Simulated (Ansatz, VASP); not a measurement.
CdTe in VASP and in Ansatz

The input INCAR:

```
PREC     = Accurate       # precision mode
ENCUT    = 520            # plane-wave cutoff, eV
EDIFF    = 1E-6           # SCF threshold, eV
ISMEAR   = -1             # smearing method
SIGMA    = 0.05           # smearing width, eV
LREAL    = False          # projectors in reciprocal space
LASPH    = True           # aspherical terms in the spheres
NELM     = 100            # most SCF steps
ALGO     = Normal         # electronic algorithm
ISIF     = 2              # what is computed and relaxed
LWAVE    = False          # write WAVECAR
LCHARG   = True           # write CHGCAR
GGA      = PE             # functional
LELF     = True           # ELF
LVHAR    = True         
NBANDS   = 26             # bands
```

Contents of KPOINTS:

```
regular mesh
0
Gamma
  6 6 5
```

File POSCAR:

```
CdTe
1.0
    3.1254100081     -3.1553030168      0.0000000000
    3.1254100081      3.1553030168      0.0000000000
    0.0000000000      0.0000000000      6.2101068761
Te Cd
2 2
Direct
    0.2338630000      0.7661370000      0.2500000000
    0.7661370000      0.2338630000      0.7500000000
    0.7229700000      0.2770300000      0.2500000000
    0.2770300000      0.7229700000      0.7500000000
```

Contents of input.yaml:

```yaml
crystal:
  lattice:
    - [3.1254100081, -3.1553030168, 0.0]
    - [3.1254100081, 3.1553030168, 0.0]
    - [0.0, 0.0, 6.2101068761]
  atoms:
    - { symbol: Te, position: [0.233863, 0.766137, 0.25] }
    - { symbol: Te, position: [0.766137, 0.233863, 0.75] }
    - { symbol: Cd, position: [0.72297, 0.27703, 0.25] }
    - { symbol: Cd, position: [0.27703, 0.72297, 0.75] }
hamiltonian:
  xc: pbe
  pseudopotentials: { kind: paw }
kpoints:
  mp_grid: { grid: [6, 6, 5] }
scf:
  occupations: { method: fermi_dirac, width: 0.05 }
output:
  forces: true
  stress: true
  eigenvalues: true
  write_density: true
  write_potential: true
  elf: true
  volumetric_format: npy
```

Alike in both runs: task single point; functional PBE; k mesh 6 × 6 × 5; occupations fermi-dirac, width 0.05 eV; no spin polarisation.

|  | VASP | Ansatz |
| --- | --- | --- |
| version | VASP 6.6.1 | Ansatz 0.2.0 |
| potentials or method | VASP PAW PBE potentials, release 64 (Te, Cd) | Ansatz PAW |
| plane-wave cutoff (eV) | 520 | 420 |
| valence electrons in the cell | 36 | 72 |

|  | VASP | Ansatz | Ansatz less VASP |
| --- | --- | --- | --- |
| gap on the k mesh at the Fermi level (eV) | none | none | - |
| pressure (GPa) | -2.4 | -2.5 | -0.11 |
| rms of the force components (eV/Å) | 0.024 | 0.026 | +0.0018 |

Atom by atom the forces differ by 0.002 eV/Å (rms over components). A gap of «none» marks a metal or a gap that the smearing closes. VASP's potentials hold 36 valence electrons a cell and Ansatz's 72, so a difference there can come from the potentials and not from the codes.

Spin-orbit coupling is off throughout.
